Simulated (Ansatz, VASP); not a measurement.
# One calculation of CoO, two programs

```
Co O
1.0
     0.00000    2.35916    2.35916
     2.35916    0.00000    2.35916
     2.35916    2.35916    0.00000
Co O
1 1
Direct
  0.00000 0.00000 0.00000
  0.25000 0.25000 0.25000
```

Alike in both runs: task single point; functional PBE; k mesh 10 × 10 × 10; occupations fermi-dirac, width 0.05 eV; collinear spin.

|  | VASP | Ansatz |
| --- | --- | --- |
| version | VASP 6.6.1 | Ansatz 0.2.0 |
| potentials or method | VASP PAW PBE potentials, release 64 (Co_sv, O) | Ansatz PAW |
| plane-wave cutoff (eV) | 600 | 420 |
| valence electrons in the cell | 23 | 23 |

```tsv
	VASP	Ansatz	Ansatz less VASP
gap on the k mesh at the Fermi level (eV)	none	none	-
pressure (GPa)	-15.4	-13.8	+1.62
net moment per atom (μB)	1.50	1.50	+0.001
size of the moment on the site where the two differ most (μB)	2.49	2.43	-0.066
```

Site moments also hang on the region over which each program counts them. A gap of «none» marks a metal or a gap that the smearing closes. The functional is the same, so the differences come from potentials, cutoffs and numerics.
